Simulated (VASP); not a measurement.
# Sr (Fm-3m) in VASP: relaxation of cell and atoms with PBEsol

Aim: the relaxation of cell and atoms of Sr with PBEsol.

Program: VASP 6.6.1. These are calculated values, not measurements. Logs are shortened: lines on timing, memory, paths and dates and some standing lists are left out, and cuts for length are marked.

## (1) The cell of the first run

Symmetry: Fm-3m, No. 225, cubic system. Conventional cell: a = 5.934 Å, b = 5.934 Å, c = 5.934 Å, α = 90.00°, β = 90.00°, γ = 90.00°. Within 5.5 Å of Sr (site symmetry m-3m) lie 12 Sr at 4.20 Å.

## (2) Relaxation of cell and atoms, PBEsol

Input file INCAR:

```
ALGO     = Normal         # electronic algorithm
EDIFF    = 1E-6           # SCF threshold, eV
EDIFFG   = -0.005         # ionic threshold
ENCUT    = 600            # plane-wave cutoff, eV
GGA      = PS             # functional
IBRION   = 2              # ionic algorithm
ISIF     = 3              # what is computed and relaxed
ISMEAR   = -1             # smearing method
LASPH    = T              # aspherical terms in the spheres
LCHARG   = F              # write CHGCAR
LREAL    = F              # projectors in reciprocal space
LWAVE    = F              # write WAVECAR
NELM     = 80             # most SCF steps
NSW      = 60             # ionic steps
PREC     = Accurate       # precision mode
SIGMA    = 0.08           # smearing width, eV
```

Input file KPOINTS:

```
k-points
0
Gamma
  12 12 12
```

Input file POSCAR:

```
Sr
1.0
    0.0000000000      2.9668574272      2.9668574272
    2.9668574272      0.0000000000      2.9668574272
    2.9668574272      2.9668574272      0.0000000000
Sr
1
Direct
    0.0000000000      0.0000000000      0.0000000000
```

Potentials or basis: VASP PAW PBE potentials, release 64 (Sr_sv).

On the command line:

```bash
$ cat potpaw_PBE.64/Sr_sv/POTCAR > POTCAR
$ mpirun -np 1 vasp_std > vasp.out
```

OUTCAR:

```text
EDIFF = 1E-6
   EDIFFG = -0.005
   ENCUT = 600
   GGA = PS
   IBRION = 2
   ISIF = 3
   ISMEAR = -1
   LASPH = T
   LREAL = F
   NELM = 80
   NSW = 60
   PREC = Accurate

 ion  position               nearest neighbor table
   1  0.000  0.000  0.000-

  LATTYP: Found a face centered cubic cell.
 ALAT       =     5.9337148544

  Lattice vectors:

 A1 = (   0.0000000000,   2.9668574272,   2.9668574272)
 A2 = (   2.9668574272,   0.0000000000,   2.9668574272)
 A3 = (   2.9668574272,   2.9668574272,   0.0000000000)

Analysis of symmetry for initial positions (statically):
=====================================================================
 Subroutine PRICEL returns:
 Original cell was already a primitive cell.

 Routine SETGRP: Setting up the symmetry group for a
 face centered cubic supercell.

 Subroutine GETGRP returns: Found 48 space group operations
 (whereof 48 operations were pure point group operations)
 out of a pool of 48 trial point group operations.

The static configuration has the point symmetry O_h .

Analysis of symmetry for dynamics (positions and initial velocities):
=====================================================================
 Subroutine PRICEL returns:
 Original cell was already a primitive cell.

 Routine SETGRP: Setting up the symmetry group for a
 face centered cubic supercell.

 Subroutine GETGRP returns: Found 48 space group operations
 (whereof 48 operations were pure point group operations)
 out of a pool of 48 trial point group operations.

The dynamic configuration has the point symmetry O_h .

 Subroutine INISYM returns: Found 48 space group operations
 (whereof 48 operations are pure point group operations),
 and found     1 'primitive' translations

----------------------------------------------------------------------------------------

                                     Primitive cell

  volume of cell :      52.2300

  direct lattice vectors                    reciprocal lattice vectors
     0.000000000  2.966857427  2.966857427    -0.168528489  0.168528489  0.168528489
     2.966857427  0.000000000  2.966857427     0.168528489 -0.168528489  0.168528489
     2.966857427  2.966857427  0.000000000     0.168528489  0.168528489 -0.168528489

  length of vectors
     4.195770011  4.195770011  4.195770011     0.291899906  0.291899906  0.291899906

  position of ions in fractional coordinates (direct lattice)
     0.000000000  0.000000000  0.000000000

  ion indices of the primitive-cell ions
   primitive index   ion index
                 1           1

----------------------------------------------------------------------------------------

 KPOINTS: k-points

Automatic generation of k-mesh.
 Grid dimensions read from file:
 generate k-points for:   12   12   12

 Generating k-lattice:

  Cartesian coordinates                     Fractional coordinates (reciprocal lattice)
    -0.014044041  0.014044041  0.014044041     0.083333333  0.000000000  0.000000000
     0.014044041 -0.014044041  0.014044041     0.000000000  0.083333333  0.000000000
     0.014044041  0.014044041 -0.014044041     0.000000000  0.000000000  0.083333333

  Length of vectors
     0.024324992  0.024324992  0.024324992

  Shift w.r.t. Gamma in fractional coordinates (k-lattice)
     0.000000000  0.000000000  0.000000000

 Subroutine IBZKPT returns following result:
 ===========================================

 Found     72 irreducible k-points:

 Following reciprocal coordinates:
            Coordinates               Weight
  0.000000  0.000000  0.000000      1.000000
  0.083333  0.000000  0.000000      8.000000
  0.166667  0.000000  0.000000      8.000000
  0.250000  0.000000  0.000000      8.000000
  0.333333  0.000000  0.000000      8.000000
  0.416667  0.000000  0.000000      8.000000
[... 16 lines left out ...]
  0.500000  0.166667  0.000000     24.000000
 -0.416667  0.166667  0.000000     24.000000
 [... further k-points ...]
   k-points           NKPTS =     72   k-points in BZ     NKDIM =     72   number of bands    NBANDS=      9
   number of dos      NEDOS =    301   number of ions     NIONS =      1
   total plane-waves  NPLWV =  46656
   dimension x,y,z NGX =    36 NGY =   36 NGZ =   36
   dimension x,y,z NGXF=    72 NGYF=   72 NGZF=   72
   ions per type =               1
   NGX,Y,Z   is equivalent  to a cutoff of  14.26, 14.26, 14.26 a.u.
   NGXF,Y,Z  is equivalent  to a cutoff of  28.53, 28.53, 28.53 a.u.
 SYSTEM =  unknown system
   PREC   = accura    normal or accurate (medium, high low for compatibility)
   ISTART =      0    job   : 0-new  1-cont  2-samecut
   ICHARG =      2    charge: 1-file 2-atom 10-const
   ISPIN  =      1    spin polarized calculation?
   LNONCOLLINEAR =      F non collinear calculations
   LSORBIT =      F    spin-orbit coupling
   LASPH  =      T    aspherical Exc in radial PAW
   ENCUT  =  600.0 eV  44.10 Ry    6.64 a.u.   8.38  8.38  8.38*2*pi/ulx,y,z
   NELM   =     80;   NELMIN=  2; NELMDL= -5     # of ELM steps
   EDIFF  = 0.1E-05   stopping-criterion for ELM
   LREAL  =      F    real-space projection
   EDIFFG = -.5E-02   stopping-criterion for IOM
   NSW    =     60    number of steps for IOM
   IBRION =      2    ionic relax: 0-MD 1-quasi-New 2-CG
   NFREE  =      1    steps in history (QN), initial steepest desc. (CG)
   ISIF   =      3    stress and relaxation
   ISYM   =      2    0-nonsym 1-usesym 2-fastsym
   POTIM  = 0.5000    time-step for ionic-motion
   TEBEG  =    0.0;   TEEND  =   0.0 temperature during run
   PSTRESS=    0.0 pullay stress
   NELECT =      10.0000    total number of electrons
   NUPDOWN=      -1.0000    fix difference up-down
   EMIN   =  10.00;   EMAX   =-10.00  energy-range for DOS
   EFERMI =   0.00;   METHOD = LEGACY
   ISMEAR =    -1;   SIGMA  =   0.08  broadening in eV -4-tet -1-fermi 0-gaus
   EFERMI_NEDOS =   21; number of points for ismear=-14 and -15
   IALGO  =     38    algorithm
   IMIX   =      4    mixing-type and parameters
     AMIX     =   0.40;   BMIX     =  1.00
     AMIX_MAG =   1.60;   BMIX_MAG =  1.00
  volume/ion in A,a.u.               =      52.23       352.47
  Fermi-wavevector in a.u.,A,eV,Ry     =   0.943557  1.783064 12.113265  0.890300
  Thomas-Fermi vector in A             =   2.071276
   LORBIT       =      0    0 simple, 1 ext, 2 COOP (PROOUT), +10 PAW based schemes
   GGA     = PS    functional components
   LHFCALC =     F    Hartree Fock is set to
   AEXX    =    0.0000 exact exchange contribution
   IVDW    =     0    specifies the selected vdW correction
   LEPSILON=     F    determine dielectric tensor
   LRPA    =     F    only Hartree local field effects (RPA)
 conjugate gradient relaxation of ions
 non-spin polarized calculation
  energy-cutoff  :      600.00
  volume of cell :       52.23
 maximum number of plane-waves:      1807
 NGX is ok and might be reduce to    36
   NGX = 17   NGY = 17   NGZ = 17

--------------------------------------- Ionic step        1  -------------------------------------------

 number of electron      10.0000000 magnetization

 Free energy of the ion-electron system (eV)
  ---------------------------------------------------
  ext. energy  EPLUGINS =         0.00000000
  ---------------------------------------------------
  free energy    TOTEN  =        -1.85224452 eV

  energy without entropy =       -1.82579318  energy(sigma->0) =       -1.83901885

------------------------ aborting loop because EDIFF is reached ----------------------------------------

  FORCE on cell =-STRESS in cart. coord.  units (eV):
  Direction    XX          YY          ZZ          XY          YZ          ZX
  --------------------------------------------------------------------------------------
  -------------------------------------------------------------------------------------
  Total       -0.0056984     -0.0056984     -0.0056984      0.0000000      0.0000000      0.0000000
  in kB       -0.1748003     -0.1748003     -0.1748003      0.0000000      0.0000000      0.0000000
  external PRESSURE =      -0.1748003 kB  Pullay stress =       0.0000000 kB

 VOLUME and BASIS-vectors are now :
 -----------------------------------------------------------------------------
  energy-cutoff  :      600.00
  volume of cell :       52.23
      direct lattice vectors                 reciprocal lattice vectors
     0.000000000  2.966857427  2.966857427    -0.168528489  0.168528489  0.168528489
     2.966857427  0.000000000  2.966857427     0.168528489 -0.168528489  0.168528489
     2.966857427  2.966857427  0.000000000     0.168528489  0.168528489 -0.168528489

 POSITION                                       TOTAL-FORCE (eV/Angst)
 -----------------------------------------------------------------------------------
      0.00000      0.00000      0.00000         0.000000      0.000000      0.000000
 -----------------------------------------------------------------------------------
    total drift:                               -0.000000     -0.000000     -0.000000

  FREE ENERGIE OF THE ION-ELECTRON SYSTEM (eV)
  ---------------------------------------------------
  free  energy   TOTEN  =        -1.8522445173 eV

  energy  without entropy=       -1.8257931777  energy(sigma->0) =       -1.83901885

--------------------------------------- Ionic step        2  -------------------------------------------

 number of electron      10.0000000 magnetization

 Free energy of the ion-electron system (eV)
  ---------------------------------------------------
  ext. energy  EPLUGINS =         0.00000000
  ---------------------------------------------------
  free energy    TOTEN  =        -1.85224654 eV

  energy without entropy =       -1.82581908  energy(sigma->0) =       -1.83903281

 E-fermi :   1.6735     XC(G=0):  -7.5957

 val. band max:        1.6692295815   @ k =  -0.3333   0.3333   0.1667
 cond. band min:       1.7043563989   @ k =  -0.4167   0.2500   0.0000
 fundamental gap:      0.0351268174
 Fermi energy:         1.6734506398

 k-point     1 :       0.0000    0.0000    0.0000
  band No.  band energies     occupation
      1     -34.7598      2.00000
      2     -16.6510      2.00000
      3     -16.6510      2.00000
      4     -16.6510      2.00000
      5      -2.0641      2.00000
      6       4.0628      0.00000
      7       4.0628      0.00000
      8       4.0628      0.00000
      9       5.6242      0.00000

 k-point     2 :       0.0833    0.0000    0.0000
  band No.  band energies     occupation
      1     -34.7586      2.00000
      2     -16.6676      2.00000
      3     -16.6532      2.00000
      4     -16.6532      2.00000
      5      -1.9461      2.00000
      6       3.8798      0.00000
      7       4.1192      0.00000
      8       4.1192      0.00000
      9       5.5475      0.00000

 k-point     3 :       0.1667    0.0000    0.0000
  band No.  band energies     occupation
      1     -34.7553      2.00000
      2     -16.7125      2.00000
      3     -16.6592      2.00000
      4     -16.6592      2.00000
      5      -1.6042      2.00000
      6       3.4498      0.00000
      7       4.2289      0.00000
      8       4.2289      0.00000
      9       5.4383      0.00000
[... 229 lines left out ...]
 k-point    23 :       0.5000    0.1667    0.0000
  band No.  band energies     occupation
      1     -34.7402      2.00000
      2     -16.8660      2.00000
      3     -16.7190      2.00000
      4     -16.6971      2.00000
      5       0.7445      1.99998
      6       1.8808      0.13940
      7       3.3288      0.00000
      8       4.2854      0.00000
      9       6.3956      0.00000

 k-point    24 :      -0.4167    0.1667    0.0000
  band No.  band energies     occupation
      1     -34.7399      2.00000
      2     -16.8681      2.00000
      3     -16.7268      2.00000
      4     -16.6923      2.00000
      5       0.8864      1.99989
      6       1.8103      0.30621
      7       3.2868      0.00000
      8       4.2428      0.00000
      9       6.4152      0.00000

 [... further k-points ...]
[... 5 lines left out ...]
  --------------------------------------------------------------------------------------
  -------------------------------------------------------------------------------------
  Total       -0.0008050     -0.0008050     -0.0008050      0.0000000      0.0000000     -0.0000000
  in kB       -0.0247126     -0.0247126     -0.0247126      0.0000000      0.0000000     -0.0000000
  external PRESSURE =      -0.0247126 kB  Pullay stress =       0.0000000 kB

 VOLUME and BASIS-vectors are now :
 -----------------------------------------------------------------------------
  energy-cutoff  :      600.00
  volume of cell :       52.19
      direct lattice vectors                 reciprocal lattice vectors
    -0.000000000  2.966041823  2.966041823    -0.168574831  0.168574831  0.168574831
     2.966041823 -0.000000000  2.966041823     0.168574831 -0.168574831  0.168574831
     2.966041823  2.966041823  0.000000000     0.168574831  0.168574831 -0.168574831

 POSITION                                       TOTAL-FORCE (eV/Angst)
 -----------------------------------------------------------------------------------
      0.00000      0.00000      0.00000        -0.000000     -0.000000     -0.000000
 -----------------------------------------------------------------------------------
    total drift:                               -0.000000     -0.000000     -0.000000

  FREE ENERGIE OF THE ION-ELECTRON SYSTEM (eV)
  ---------------------------------------------------
  free  energy   TOTEN  =        -1.8522465390 eV

  energy  without entropy=       -1.8258190765  energy(sigma->0) =       -1.83903281

 reached required accuracy - stopping structural energy minimisation
```

Run time: 77 s. Hardware: 1 thread of AMD EPYC 7R43 (Zen 3), shared host; peak memory 0.19 GiB.

What came out:

```yaml
Free_energy: -1.8522 eV
Relaxed_volume: 52.19 Å³/atom
Relaxed_cell: a = 4.195 Å, b = 4.195 Å, c = 4.195 Å, α = 60.00°, β = 60.00°, γ = 60.00°
Space_group_after_relaxing_to_0.1_Å: Fm-3m (No. 225)
Energy_gained_by_relaxing: 0.0 meV/atom
Ionic_steps: 2
Pressure_after_relaxing: 0.0 GPa
Band_gap_on_the_k_mesh: zero (bands 5 and 6 overlap by 0.01 eV)
```

Final structure:
```cif
data_structure
_symmetry_space_group_name_H-M 'P 1'
_symmetry_Int_Tables_number 1
_cell_length_a 4.1946
_cell_length_b 4.1946
_cell_length_c 4.1946
_cell_angle_alpha 60.000
_cell_angle_beta 60.000
_cell_angle_gamma 60.000
_cell_volume 52.19
loop_
_atom_site_label
_atom_site_type_symbol
_atom_site_fract_x
_atom_site_fract_y
_atom_site_fract_z
_atom_site_occupancy
Sr1 Sr 0.00000 0.00000 0.00000 1
```

Caveat: the PAW data sets were made with another functional, which shifts forces and pressure a little.
